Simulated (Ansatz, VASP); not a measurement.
BaZrO3: VASP beside Ansatz

```
CELL_PARAMETERS angstrom
4.16340 0.00000 0.00000
0.00000 4.16340 0.00000
0.00000 0.00000 4.24779
ATOMIC_POSITIONS crystal
Ba 0.00000 0.00000 0.00000
Zr 0.50000 0.50000 0.50000
O 0.00000 0.50000 0.50000
O 0.50000 0.00000 0.50000
O 0.50000 0.50000 0.00000
```

Alike in both runs: task single point; functional PBE; k mesh 6 × 6 × 6; occupations gaussian, width 0.05 eV; no spin polarisation.

```csv
,VASP,Ansatz
version,VASP 6.6.1,Ansatz 0.2.0
potentials or method,"VASP PAW PBE potentials, release 64 (Ba_sv, Zr_sv, O), cutoff 520 eV","plane waves, PAW"
valence electrons in the cell,40,40
```

|  | VASP | Ansatz | Ansatz less VASP |
| --- | --- | --- | --- |
| pressure (GPa) | 5.2 | 4.2 | -1.05 |
| traceless stress, the component that is largest in VASP (GPa) | -3.15 | -3.08 | +0.070 |

Spin-orbit coupling is off throughout.
